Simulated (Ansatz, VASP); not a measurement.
# One calculation of C, two programs

```
C
1.0
     2.45766    0.00000    0.00000
    -1.22883    2.12839    0.00000
     0.00000    0.00000    3.52948
C
2
Direct
  0.31706 0.66667 0.97337
  0.68294 0.33333 0.02663
```

Change from the starting cell: mode 4 frozen in at -0.094 Å and mode 5 at -0.040 Å (largest displacements).

Alike in both runs: task single point; functional PBEsol; dispersion D3(BJ); k mesh 21 × 21 × 12; occupations gaussian, width 0.15 eV; no spin polarisation.

|  | VASP | Ansatz |
| --- | --- | --- |
| version | VASP 6.6.1 | Ansatz 0.2.0 |
| potentials or method | VASP PAW PBE potentials, release 64 (C), cutoff 520 eV | scalar-relativistic, plane waves, PAW |
| valence electrons in the cell | 8 | 8 |

|  | VASP | Ansatz | Ansatz less VASP |
| --- | --- | --- | --- |
| gap on the k mesh at the Fermi level (eV) | none | none | - |
| pressure (GPa) | 1.2 | 0.6 | -0.66 |
| traceless stress, the component that is largest in VASP (GPa) | 7.49 | 7.30 | -0.195 |
| rms of the force components (eV/Å) | 2.961 | 2.960 | -0.0008 |

VASP's potentials were made for PBE, not for PBEsol, and Ansatz warns of the same on its side. Atom by atom the forces differ by 0.013 eV/Å (rms over components). A gap of «none» marks a metal or a gap that the smearing closes.
